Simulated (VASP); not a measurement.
# KF in VASP: a series of runs

KF is run at these levels: PBE, r2SCAN; tasks: single point.

Everything below comes from runs of VASP 6.6.1. Logs are shortened: lines on timing, memory, paths and dates and some standing lists are left out, and cuts for length are marked.

### Step 1. The cell of the first run

Symmetry: I4/mmm, No. 139, tetragonal system. The conventional cell has a = 3.842 Å, b = 3.842 Å, c = 5.318 Å, α = 90.00°, β = 90.00°, γ = 90.00°. K (site symmetry 4/mmm) has 6 F at 2.66 to 2.72 Å within 3.5 Å. F (site symmetry 4/mmm) has 6 K at 2.66 to 2.72 Å within 3.5 Å.

### Step 2. Single point, PBE (biaxial xy strain +2.2%)

INCAR reads:

```
ALGO     = Normal         # electronic algorithm
EDIFF    = 1E-6           # SCF threshold, eV
ENCUT    = 520            # plane-wave cutoff, eV
GGA      = PE             # functional
ISIF     = 2              # what is computed and relaxed
ISMEAR   = -1             # smearing method
LASPH    = True           # aspherical terms in the spheres
LCHARG   = False          # write CHGCAR
LREAL    = False          # projectors in reciprocal space
LWAVE    = False          # write WAVECAR
NBANDS   = 15             # bands
NELM     = 80             # most SCF steps
PREC     = Accurate       # precision mode
SIGMA    = 0.02           # smearing width, eV
```

KPOINTS reads:

```
k-points
0
Gamma
  8 8 8
```

POSCAR reads:

```
KF
1.0
    0.0000000000      2.7169259199      2.6589605792
    2.7169259199      0.0000000000      2.6589605792
    2.7169259199      2.7169259199      0.0000000000
K F
1 1
Direct
    0.0000000000      0.0000000000      0.0000000000
    0.5000000000      0.5000000000      0.5000000000
```

Potentials or basis: VASP PAW PBE potentials, release 64 (K_sv, F).

Command:

```console
$ cat potpaw_PBE.64/K_sv/POTCAR potpaw_PBE.64/F/POTCAR > POTCAR
$ mpirun -np 1 vasp_std > vasp.out
```

OUTCAR:

```text
EDIFF = 1E-6
   ENCUT = 520
   GGA = PE
   ISIF = 2
   ISMEAR = -1
   LASPH = True
   LREAL = False
   NELM = 80
   PREC = Accurate

 ion  position               nearest neighbor table
   1  0.000  0.000  0.000-   2 2.66   2 2.66   2 2.72   2 2.72   2 2.72   2 2.72
   2  0.500  0.500  0.500-   1 2.66   1 2.66   1 2.72   1 2.72   1 2.72   1 2.72

  LATTYP: Found a body centered tetragonal cell.
 ALAT       =     3.8423134839
 C/A-ratio  =     1.3840414585

  Lattice vectors:

 A1 = (   0.0000000000,  -2.7169259199,  -2.6589605792)
 A2 = (   0.0000000000,   2.7169259199,  -2.6589605792)
 A3 = (   2.7169259199,   0.0000000000,   2.6589605792)

Analysis of symmetry for initial positions (statically):
=====================================================================
 Subroutine PRICEL returns:
 Original cell was already a primitive cell.

 Routine SETGRP: Setting up the symmetry group for a
 body centered tetragonal supercell.

 Subroutine GETGRP returns: Found 16 space group operations
 (whereof 16 operations were pure point group operations)
 out of a pool of 16 trial point group operations.

The static configuration has the point symmetry D_4h.

Analysis of symmetry for dynamics (positions and initial velocities):
=====================================================================
 Subroutine PRICEL returns:
 Original cell was already a primitive cell.

 Routine SETGRP: Setting up the symmetry group for a
 body centered tetragonal supercell.

 Subroutine GETGRP returns: Found 16 space group operations
 (whereof 16 operations were pure point group operations)
 out of a pool of 16 trial point group operations.

The dynamic configuration has the point symmetry D_4h.

 Subroutine INISYM returns: Found 16 space group operations
 (whereof 16 operations are pure point group operations),
 and found     1 'primitive' translations

----------------------------------------------------------------------------------------

                                     Primitive cell

  volume of cell :      39.2552

  direct lattice vectors                    reciprocal lattice vectors
     0.000000000  2.716925920  2.658960579    -0.184031518  0.184031518  0.188043405
     2.716925920  0.000000000  2.658960579     0.184031518 -0.184031518  0.188043405
     2.716925920  2.716925920  0.000000000     0.184031518  0.184031518 -0.188043405

  length of vectors
     3.801546766  3.801546766  3.842313484     0.321084912  0.321084912  0.321084912

  position of ions in fractional coordinates (direct lattice)
     0.000000000  0.000000000  0.000000000
     0.500000000  0.500000000  0.500000000

  ion indices of the primitive-cell ions
   primitive index   ion index
                 1           1
                 2           2

----------------------------------------------------------------------------------------

 KPOINTS: k-points

Automatic generation of k-mesh.
 Grid dimensions read from file:
 generate k-points for:    8    8    8

 Generating k-lattice:

  Cartesian coordinates                     Fractional coordinates (reciprocal lattice)
    -0.023003940  0.023003940  0.023505426     0.125000000  0.000000000  0.000000000
     0.023003940 -0.023003940  0.023505426     0.000000000  0.125000000  0.000000000
     0.023003940  0.023003940 -0.023505426     0.000000000  0.000000000  0.125000000

  Length of vectors
     0.040135614  0.040135614  0.040135614

  Shift w.r.t. Gamma in fractional coordinates (k-lattice)
     0.000000000  0.000000000  0.000000000

 Subroutine IBZKPT returns following result:
 ===========================================

 Found     59 irreducible k-points:

 Following reciprocal coordinates:
            Coordinates               Weight
  0.000000  0.000000  0.000000      1.000000
  0.125000  0.000000  0.000000      8.000000
  0.250000  0.000000  0.000000      8.000000
  0.375000  0.000000  0.000000      8.000000
  0.500000  0.000000  0.000000      4.000000
  0.125000  0.125000  0.000000      2.000000
[... 16 lines left out ...]
  0.250000  0.000000  0.125000     16.000000
  0.375000  0.000000  0.125000     16.000000
 [... further k-points ...]
   k-points           NKPTS =     59   k-points in BZ     NKDIM =     59   number of bands    NBANDS=     15
   number of dos      NEDOS =    301   number of ions     NIONS =      2
   total plane-waves  NPLWV =  23520
   dimension x,y,z NGX =    28 NGY =   28 NGZ =   30
   dimension x,y,z NGXF=    56 NGYF=   56 NGZF=   60
   ions per type =               1   1
   NGX,Y,Z   is equivalent  to a cutoff of  12.24, 12.24, 12.98 a.u.
   NGXF,Y,Z  is equivalent  to a cutoff of  24.49, 24.49, 25.96 a.u.
 SYSTEM =  unknown system
   PREC   = accura    normal or accurate (medium, high low for compatibility)
   ISTART =      0    job   : 0-new  1-cont  2-samecut
   ICHARG =      2    charge: 1-file 2-atom 10-const
   ISPIN  =      1    spin polarized calculation?
   LNONCOLLINEAR =      F non collinear calculations
   LSORBIT =      F    spin-orbit coupling
   LASPH  =      T    aspherical Exc in radial PAW
   ENCUT  =  520.0 eV  38.22 Ry    6.18 a.u.   7.07  7.07  7.14*2*pi/ulx,y,z
   NELM   =     80;   NELMIN=  2; NELMDL= -5     # of ELM steps
   EDIFF  = 0.1E-05   stopping-criterion for ELM
   LREAL  =      F    real-space projection
   EDIFFG = 0.1E-04   stopping-criterion for IOM
   NSW    =      0    number of steps for IOM
   IBRION =     -1    ionic relax: 0-MD 1-quasi-New 2-CG
   NFREE  =      0    steps in history (QN), initial steepest desc. (CG)
   ISIF   =      2    stress and relaxation
   ISYM   =      2    0-nonsym 1-usesym 2-fastsym
   POTIM  = 0.5000    time-step for ionic-motion
   TEBEG  =    0.0;   TEEND  =   0.0 temperature during run
   PSTRESS=    0.0 pullay stress
   NELECT =      16.0000    total number of electrons
   NUPDOWN=      -1.0000    fix difference up-down
   EMIN   =  10.00;   EMAX   =-10.00  energy-range for DOS
   EFERMI =   0.00;   METHOD = LEGACY
   ISMEAR =    -1;   SIGMA  =   0.02  broadening in eV -4-tet -1-fermi 0-gaus
   EFERMI_NEDOS =   21; number of points for ismear=-14 and -15
   IALGO  =     38    algorithm
   IMIX   =      4    mixing-type and parameters
     AMIX     =   0.40;   BMIX     =  1.00
     AMIX_MAG =   1.60;   BMIX_MAG =  1.00
  volume/ion in A,a.u.               =      19.63       132.45
  Fermi-wavevector in a.u.,A,eV,Ry     =   1.213805  2.293759 20.045777  1.473323
  Thomas-Fermi vector in A             =   2.349245
   LORBIT       =      0    0 simple, 1 ext, 2 COOP (PROOUT), +10 PAW based schemes
   GGA     = PE    functional components
   LHFCALC =     F    Hartree Fock is set to
   AEXX    =    0.0000 exact exchange contribution
   IVDW    =     0    specifies the selected vdW correction
   LEPSILON=     F    determine dielectric tensor
   LRPA    =     F    only Hartree local field effects (RPA)
 non-spin polarized calculation
  energy-cutoff  :      520.00
  volume of cell :       39.26
 maximum number of plane-waves:      1071
   NGX = 15   NGY = 15   NGZ = 15

 number of electron      15.9999999 magnetization

 Free energy of the ion-electron system (eV)
  ---------------------------------------------------
  ext. energy  EPLUGINS =         0.00000000
  ---------------------------------------------------
  free energy    TOTEN  =        -8.29585405 eV

  energy without entropy =       -8.29585405  energy(sigma->0) =       -8.29585405

 E-fermi :  -2.3654     XC(G=0):  -8.2742

 val. band max:       -2.8592588376   @ k =   0.0000   0.0000   0.0000
 cond. band min:       3.1367674174   @ k =   0.0000   0.0000   0.0000
 fundamental gap:      5.9960262550
 Fermi energy:        -2.3653869637

 k-point     1 :       0.0000    0.0000    0.0000
  band No.  band energies     occupation
      1     -29.0957      2.00000
      2     -21.5210      2.00000
      3     -12.3686      2.00000
      4     -12.3686      2.00000
      5     -12.3620      2.00000
      6      -2.8887      2.00000
      7      -2.8887      2.00000
      8      -2.8593      2.00000
      9       3.1368      0.00000
     10       7.6828      0.00000
     11       7.6828      0.00000
     12       7.8010      0.00000
     13       9.2505      0.00000
     14       9.4628      0.00000
     15      13.8740      0.00000

 k-point     2 :       0.1250    0.0000    0.0000
  band No.  band energies     occupation
      1     -29.0837      2.00000
      2     -21.5316      2.00000
      3     -12.4052      2.00000
      4     -12.3753      2.00000
      5     -12.3672      2.00000
      6      -3.0145      2.00000
      7      -2.9361      2.00000
      8      -2.9192      2.00000
      9       3.5589      0.00000
     10       7.4725      0.00000
     11       7.8878      0.00000
     12       7.9658      0.00000
     13       9.3873      0.00000
     14       9.5976      0.00000
     15      14.6009      0.00000

 k-point     3 :       0.2500    0.0000    0.0000
  band No.  band energies     occupation
      1     -29.0545      2.00000
      2     -21.5579      2.00000
      3     -12.4968      2.00000
      4     -12.3914      2.00000
      5     -12.3756      2.00000
      6      -3.2991      2.00000
      7      -3.0481      2.00000
      8      -3.0412      2.00000
      9       4.6183      0.00000
     10       7.1234      0.00000
     11       8.3862      0.00000
     12       8.4654      0.00000
     13       9.8270      0.00000
     14      10.0129      0.00000
     15      15.4936      0.00000
[... 343 lines left out ...]
 k-point    23 :       0.2500    0.0000    0.1250
  band No.  band energies     occupation
      1     -29.0577      2.00000
      2     -21.5480      2.00000
      3     -12.4773      2.00000
      4     -12.4164      2.00000
      5     -12.4029      2.00000
      6      -3.2880      2.00000
      7      -2.9828      2.00000
      8      -2.9466      2.00000
      9       4.4798      0.00000
     10       6.8058      0.00000
     11       8.5090      0.00000
     12       8.6251      0.00000
     13       9.6437      0.00000
     14       9.8881      0.00000
     15      15.8354      0.00000

 k-point    24 :       0.3750    0.0000    0.1250
  band No.  band energies     occupation
      1     -29.0287      2.00000
      2     -21.5703      2.00000
      3     -12.5773      2.00000
      4     -12.4349      2.00000
      5     -12.4223      2.00000
      6      -3.4440      2.00000
      7      -3.1212      2.00000
      8      -3.0642      2.00000
      9       5.5951      0.00000
     10       6.7724      0.00000
     11       8.8020      0.00000
     12       9.0827      0.00000
     13      10.2890      0.00000
     14      10.5779      0.00000
     15      14.2568      0.00000

 [... further k-points ...]

------------------------ aborting loop because EDIFF is reached ----------------------------------------

  FORCE on cell =-STRESS in cart. coord.  units (eV):
  Direction    XX          YY          ZZ          XY          YZ          ZX
  --------------------------------------------------------------------------------------
  -------------------------------------------------------------------------------------
  Total        0.0267153      0.0267153      0.3060352      0.0000000     -0.0000000      0.0000000
  in kB        1.0903665      1.0903665     12.4906343      0.0000000     -0.0000000      0.0000000
  external PRESSURE =       4.8904558 kB  Pullay stress =       0.0000000 kB

 VOLUME and BASIS-vectors are now :
 -----------------------------------------------------------------------------
  energy-cutoff  :      520.00
  volume of cell :       39.26
      direct lattice vectors                 reciprocal lattice vectors
     0.000000000  2.716925920  2.658960579    -0.184031518  0.184031518  0.188043405
     2.716925920  0.000000000  2.658960579     0.184031518 -0.184031518  0.188043405
     2.716925920  2.716925920  0.000000000     0.184031518  0.184031518 -0.188043405

 POSITION                                       TOTAL-FORCE (eV/Angst)
 -----------------------------------------------------------------------------------
      0.00000      0.00000      0.00000         0.000000     -0.000000      0.000000
      2.71693      2.71693      2.65896        -0.000000      0.000000      0.000000
 -----------------------------------------------------------------------------------
    total drift:                                0.000000      0.000000      0.000000

  FREE ENERGIE OF THE ION-ELECTRON SYSTEM (eV)
  ---------------------------------------------------
  free  energy   TOTEN  =        -8.2958540535 eV

  energy  without entropy=       -8.2958540535  energy(sigma->0) =       -8.29585405
```

Wall time 22 s (1 thread of AMD EPYC 7R13 (Zen 3), shared host); peak memory 0.15 GiB.

What came out:

```yaml
Free_energy: -8.2959 eV
Pressure: 0.5 GPa
Band_gap_on_the_k_mesh: 6.00 eV
```

Levels at points of the mesh, in eV from the valence-band top:
```tsv
k point	band 6	band 7	band 8	band 9	band 10	band 11
(0.00, 0.00, 0.00)	-0.03	-0.03	0.00	6.00	10.54	10.54
(0.50, 0.00, 0.00)	-0.78	-0.35	-0.34	8.93	10.37	11.85
(0.50, 0.50, 0.00)	-0.21	-0.10	-0.10	8.10	10.14	11.70
(0.50, 0.00, 0.50)	-0.26	-0.09	-0.06	8.18	10.12	11.50
```

Caveat: the cell differs from its parent crystal (biaxial xy strain +2.2%). A k mesh can miss the band edges.

(Continued in part 2 of 2.)
